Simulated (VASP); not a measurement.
# BaTe in VASP: notebook

Aim: see how the results for BaTe move with the level of theory and the settings. Levels: r2SCAN, HSE06. Tasks: single point.

Everything below comes from runs of VASP 6.6.1. Logs are shortened: lines on timing, memory, paths and dates and some standing lists are left out, and cuts for length are marked.

## (1) The cell of the first run

It takes space group I4/mmm (No. 139, tetragonal). The conventional cell has a = 4.996 Å, b = 4.996 Å, c = 6.994 Å, α = 90.00°, β = 90.00°, γ = 90.00°. Within 4.6 Å of Ba (site symmetry 4/mmm) lie 6 Te at 3.50 to 3.53 Å. Te (site symmetry 4/mmm) has 6 Ba at 3.50 to 3.53 Å within 4.6 Å.

## (2) Single point, r2SCAN (uniaxial x strain -1.0%)

Input file POSCAR:

```
BaTe
1.0
    0.0000000000      3.5323868345      3.5323868345
    3.4970629662      0.0000000000      3.5323868345
    3.4970629662      3.5323868345      0.0000000000
Ba Te
1 1
Direct
    0.0000000000      0.0000000000      0.0000000000
    0.5000000000      0.5000000000      0.5000000000
```

Input file INCAR.step1:

```
SYSTEM = BaTe
ALGO = Normal ; EDIFF = 1E-4
ENCUT = 520 ; GGA = PE
ISMEAR = 0 ; LASPH = .TRUE.
LCHARG = .FALSE. ; LREAL = .FALSE.
LWAVE = .TRUE. ; NBANDS = 15
NELM = 80 ; PREC = Accurate
SIGMA = 0.01
```

Input file INCAR.step2:

```
SYSTEM = BaTe
ALGO = Normal ; EDIFF = 1E-6
ENCUT = 520 ; ISIF = 2
ISMEAR = 0 ; ISTART = 1
LASPH = .TRUE. ; LCHARG = .FALSE.
LMIXTAU = .TRUE. ; LREAL = .FALSE.
LWAVE = .FALSE. ; METAGGA = R2SCAN
NBANDS = 15 ; NELM = 80
PREC = Accurate ; SIGMA = 0.01
```

Input file KPOINTS:

```
k-points
0
G
  6 6 6
  0 0 0
```

Potentials or basis: VASP PAW PBE potentials, release 64 (Ba_sv, Te).

The run is started by

```sh
$ cat potpaw_PBE.64/Ba_sv/POTCAR potpaw_PBE.64/Te/POTCAR > POTCAR
$ cp INCAR.step1 INCAR
$ mpirun -np 1 vasp_std > vasp.out
$ cp INCAR.step2 INCAR
$ mpirun -np 1 vasp_std > vasp.out
```

OUTCAR:

```text
SYSTEM = BaTe
   EDIFF = 1E-6
   ENCUT = 520
   ISIF = 2
   ISMEAR = 0
   ISTART = 1
   LASPH = .TRUE.
   LREAL = .FALSE.
   METAGGA = R2SCAN
   NELM = 80
   PREC = Accurate

 ion  position               nearest neighbor table
   1  0.000  0.000  0.000-   2 3.50   2 3.50   2 3.53   2 3.53   2 3.53   2 3.53
   2  0.500  0.500  0.500-   1 3.50   1 3.50   1 3.53   1 3.53   1 3.53   1 3.53

  LATTYP: Found a body centered tetragonal cell.
 ALAT       =     4.9955493689
 C/A-ratio  =     1.4000714268

  Lattice vectors:

 A1 = (  -3.4970629662,   0.0000000000,  -3.5323868345)
 A2 = (  -3.4970629662,   0.0000000000,   3.5323868345)
 A3 = (   3.4970629662,   3.5323868345,   0.0000000000)

Analysis of symmetry for initial positions (statically):
=====================================================================
 Subroutine PRICEL returns:
 Original cell was already a primitive cell.

 Routine SETGRP: Setting up the symmetry group for a
 body centered tetragonal supercell.

 Subroutine GETGRP returns: Found 16 space group operations
 (whereof 16 operations were pure point group operations)
 out of a pool of 16 trial point group operations.

The static configuration has the point symmetry D_4h.

Analysis of symmetry for dynamics (positions and initial velocities):
=====================================================================
 Subroutine PRICEL returns:
 Original cell was already a primitive cell.

 Routine SETGRP: Setting up the symmetry group for a
 body centered tetragonal supercell.

 Subroutine GETGRP returns: Found 16 space group operations
 (whereof 16 operations were pure point group operations)
 out of a pool of 16 trial point group operations.

The dynamic configuration has the point symmetry D_4h.

 Subroutine INISYM returns: Found 16 space group operations
 (whereof 16 operations are pure point group operations),
 and found     1 'primitive' translations

----------------------------------------------------------------------------------------

                                     Primitive cell

  volume of cell :      87.2710

  direct lattice vectors                    reciprocal lattice vectors
     0.000000000  3.532386835  3.532386835    -0.142977122  0.141547351  0.141547351
     3.497062966  0.000000000  3.532386835     0.142977122 -0.141547351  0.141547351
     3.497062966  3.532386835  0.000000000     0.142977122  0.141547351 -0.141547351

  length of vectors
     4.995549369  4.970634380  4.970634380     0.245995453  0.245995453  0.245995453

[... 85 lines left out ...]
   NFREE  =      0    steps in history (QN), initial steepest desc. (CG)
   ISIF   =      2    stress and relaxation
   ISYM   =      2    0-nonsym 1-usesym 2-fastsym
   POTIM  = 0.5000    time-step for ionic-motion
   TEBEG  =    0.0;   TEEND  =   0.0 temperature during run
   PSTRESS=    0.0 pullay stress
   NELECT =      16.0000    total number of electrons
   NUPDOWN=      -1.0000    fix difference up-down
   EMIN   =  10.00;   EMAX   =-10.00  energy-range for DOS
   EFERMI =   0.00;   METHOD = LEGACY
   ISMEAR =     0;   SIGMA  =   0.01  broadening in eV -4-tet -1-fermi 0-gaus
   EFERMI_NEDOS =   21; number of points for ismear=-14 and -15
   IALGO  =     38    algorithm
   IMIX   =      4    mixing-type and parameters
     AMIX     =   0.40;   BMIX     =  1.00
     AMIX_MAG =   1.60;   BMIX_MAG =  1.00
  volume/ion in A,a.u.               =      43.64       294.47
  Fermi-wavevector in a.u.,A,eV,Ry     =   0.930018  1.757480 11.768143  0.864934
  Thomas-Fermi vector in A             =   2.056362
   LORBIT       =      0    0 simple, 1 ext, 2 COOP (PROOUT), +10 PAW based schemes
   METAGGA = R2SCAN    functional components
   LHFCALC =     F    Hartree Fock is set to
   AEXX    =    0.0000 exact exchange contribution
   IVDW    =     0    specifies the selected vdW correction
   LEPSILON=     F    determine dielectric tensor
   LRPA    =     F    only Hartree local field effects (RPA)
 non-spin polarized calculation
 Gauss-broadening in eV      SIGMA  =   0.01
  energy-cutoff  :      520.00
  volume of cell :       87.27
 maximum number of plane-waves:      2363
 NGX is ok and might be reduce to    40
   NGX = 19   NGY = 19   NGZ = 19

 number of electron      16.0000000 magnetization

 Free energy of the ion-electron system (eV)
  ---------------------------------------------------
  ext. energy  EPLUGINS =         0.00000000
  ---------------------------------------------------
  free energy    TOTEN  =       -56.02456341 eV

  energy without entropy =      -56.02456341  energy(sigma->0) =      -56.02456341

 E-fermi :   2.0944     XC(G=0):  -8.5559

 val. band max:        1.9728448639   @ k =   0.0000   0.0000   0.0000
 cond. band min:       3.8641165220   @ k =   0.0000   0.5000   0.5000
 fundamental gap:      1.8912716581
 Fermi energy:         2.0943517017

 k-point     1 :       0.0000    0.0000    0.0000
  band No.  band energies     occupation
      1     -25.9016      2.00000
      2     -10.6262      2.00000
      3     -10.6259      2.00000
      4     -10.6259      2.00000
      5      -7.8203      2.00000
      6       1.9469      2.00000
      7       1.9469      2.00000
      8       1.9728      2.00000
      9       5.2875      0.00000
     10       5.2875      0.00000
     11       5.3492      0.00000
     12       5.4579      0.00000
     13       5.9555      0.00000
     14       6.0073      0.00000
[... 401 lines left out ...]
      2     -10.8833      2.00000
      3     -10.7304      2.00000
      4     -10.6860      2.00000
      5      -7.3189      2.00000
      6       0.4065      2.00000
      7       0.9731      2.00000
      8       1.0111      2.00000
      9       6.0015      0.00000
     10       6.1219      0.00000
     11       7.7841      0.00000
     12       7.8062      0.00000
     13       7.9332      0.00000
     14       9.7088      0.00000
     15      10.8137      0.00000

 [... further k-points ...]
[... 5 lines left out ...]
  --------------------------------------------------------------------------------------
  -------------------------------------------------------------------------------------
  Total        0.6051233      0.2151686      0.2151686     -0.0000000      0.0000000     -0.0000000
  in kB       11.1092439      3.9502032      3.9502032     -0.0000000      0.0000000     -0.0000000
  external PRESSURE =       6.3365501 kB  Pullay stress =       0.0000000 kB

 VOLUME and BASIS-vectors are now :
 -----------------------------------------------------------------------------
  energy-cutoff  :      520.00
  volume of cell :       87.27
      direct lattice vectors                 reciprocal lattice vectors
     0.000000000  3.532386835  3.532386835    -0.142977122  0.141547351  0.141547351
     3.497062966  0.000000000  3.532386835     0.142977122 -0.141547351  0.141547351
     3.497062966  3.532386835  0.000000000     0.142977122  0.141547351 -0.141547351

 POSITION                                       TOTAL-FORCE (eV/Angst)
 -----------------------------------------------------------------------------------
      0.00000      0.00000      0.00000        -0.000000      0.000000     -0.000000
      3.49706      3.53239      3.53239         0.000000     -0.000000      0.000000
 -----------------------------------------------------------------------------------
    total drift:                                0.000000     -0.000000     -0.000000

  FREE ENERGIE OF THE ION-ELECTRON SYSTEM (eV)
  ---------------------------------------------------
  free  energy   TOTEN  =       -56.0245634079 eV

  energy  without entropy=      -56.0245634079  energy(sigma->0) =      -56.02456341
```

Run time: 1.8 min. Hardware: 1 thread of AMD EPYC 9R45 (Zen 5), shared host; peak memory 0.24 GiB.

What came out:

- Free energy: -56.0246 eV
- Pressure: 0.6 GPa
- Band gap on the k mesh: 1.89 eV (least direct gap 2.28 eV)

Stress tensor (GPa, compression positive):
```
1.11 0.00 0.00
0.00 0.40 0.00
0.00 0.00 0.40
```

Levels at points of the mesh, in eV from the valence-band top:
| k point | band 5 | band 6 | band 7 | band 8 | band 9 | band 10 | band 11 | band 12 |
| --- | --- | --- | --- | --- | --- | --- | --- | --- |
| (0.00, 0.00, 0.00) | -9.79 | -0.03 | -0.03 | 0.00 | 3.31 | 3.31 | 3.38 | 3.49 |
| (0.50, 0.00, 0.00) | -9.07 | -2.19 | -1.11 | -1.10 | 4.60 | 5.20 | 5.34 | 5.37 |
| (0.50, 0.50, 0.00) | -9.58 | -1.17 | -0.41 | -0.39 | 1.89 | 4.89 | 5.27 | 6.12 |
| (0.00, 0.50, 0.50) | -9.58 | -1.13 | -0.42 | -0.42 | 1.89 | 4.91 | 5.25 | 6.15 |

Caveat: the cell differs from its parent crystal (uniaxial x strain -1.0%); the PAW data sets were made with another functional, which shifts forces and pressure a little; spin-orbit coupling is left out, which moves the levels of the heavy elements.

(Continued in part 2 of 2.)
